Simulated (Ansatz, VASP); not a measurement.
This is a calculation of CuO for VASP 6.6.1.

INCAR

```
ALGO = Normal ; EDIFF = 1E-6
ENCUT = 520 ; GGA = PE
ISIF = 2 ; ISMEAR = -1
LASPH = True ; LCHARG = False
LREAL = False ; LWAVE = False
NBANDS = 16 ; NELM = 100
PREC = Accurate ; SIGMA = 0.05
```

File KPOINTS:

```
k-points
0
Gamma
  11 11 11
```

Contents of POSCAR:

```
CuO
1.0
    0.0000000000      2.1023544713      2.1023544713
    2.1023544713      0.0000000000      2.1023544713
    2.1023544713      2.1023544713      0.0000000000
Cu O
1 1
Direct
    0.0294977200      0.0281008700      0.9080259900
    0.4705022800      0.4718991300      0.5919740100
```

Potentials or basis: VASP PAW PBE potentials, release 64 (Cu, O).

Run with:

```bash
$ cat potpaw_PBE.64/Cu/POTCAR potpaw_PBE.64/O/POTCAR > POTCAR
$ mpirun -np 1 vasp_std > vasp.out
```

Task: Set up the same calculation for Ansatz 0.2.0. Potentials there: all-electron LAPW, scalar-relativistic.

Result: As run (the cutoff follows the program's own potentials):

input.yaml

```yaml
crystal:
  lattice:
    - [0.0, 2.1023544713, 2.1023544713]
    - [2.1023544713, 0.0, 2.1023544713]
    - [2.1023544713, 2.1023544713, 0.0]
  atoms:
    - { symbol: Cu, position: [0.02949772, 0.02810087, 0.90802599] }
    - { symbol: O, position: [0.47050228, 0.47189913, 0.59197401] }
kpoints:
  mp_grid: { grid: [11, 11, 11] }
scf:
  occupations: { method: fermi_dirac, width: 0.05 }
hamiltonian:
  xc: pbe
  pseudopotentials: { kind: all_electron, lapw: { basis_error: 0.0005 } }
output:
  forces: true
  stress: true
  eigenvalues: true
```

Potentials or basis: all-electron LAPW, scalar-relativistic.

The run is started by

```console
$ ansatz run input.yaml --threads 1 --pin off --max-ram 3072MiB --backend cpu --events-out ev --progress --plain --runs-dir out
```

Both were run:

|  | VASP | Ansatz | Ansatz less VASP |
| --- | --- | --- | --- |
| gap on the k mesh at the Fermi level (eV) | none | none | - |
| pressure (GPa) | 24.2 | 23.4 | -0.82 |
| traceless stress, the component that is largest in VASP (GPa) | -5.36 | -5.02 | +0.337 |
| rms of the force components (eV/Å) | 0.681 | 0.624 | -0.0566 |

Atom by atom the forces differ by 0.057 eV/Å (rms over components). A gap of «none» marks a metal or a gap that the smearing closes. Ansatz ran all-electron here, and VASP with PAW potentials.
